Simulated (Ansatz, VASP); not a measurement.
# Two plane-wave programs on I

```
I
1.0
     4.46913   -2.30156    0.00000
     4.46913    2.30156    0.00000
     0.00000    0.00000    9.87599
I
4
Direct
  0.84274 0.15726 0.12201
  0.65726 0.34274 0.62201
  0.15726 0.84274 0.87799
  0.34274 0.65726 0.37799
```

Alike in both runs: task single point; functional PBE; k mesh 1 × 1 × 1; occupations fermi-dirac, width 0.05 eV; no spin polarisation.

|  | VASP | Ansatz |
| --- | --- | --- |
| version | VASP 6.6.1 | Ansatz 0.2.0 |
| potentials or method | VASP PAW PBE potentials, release 64 (I), cutoff 520 eV | plane waves (420 eV) with PAW, scalar-relativistic |
| valence electrons in the cell | 28 | 68 |

Ansatz gave:

| Item | Value |
| --- | --- |
| pressure (GPa) | 7.7 |
| traceless stress, the component that is largest in VASP (GPa) | -12.61 |

Question: What did VASP give for the same quantities?

Answer: Pressure (GPa): 7.7; traceless stress, the component that is largest in VASP (GPa): -12.65.

VASP's potentials hold 28 valence electrons a cell and Ansatz's 68, so a difference there can come from the potentials and not from the codes.

The k mesh is coarse, so the values compare programs but aren't converged. Neither program's run includes spin-orbit coupling.
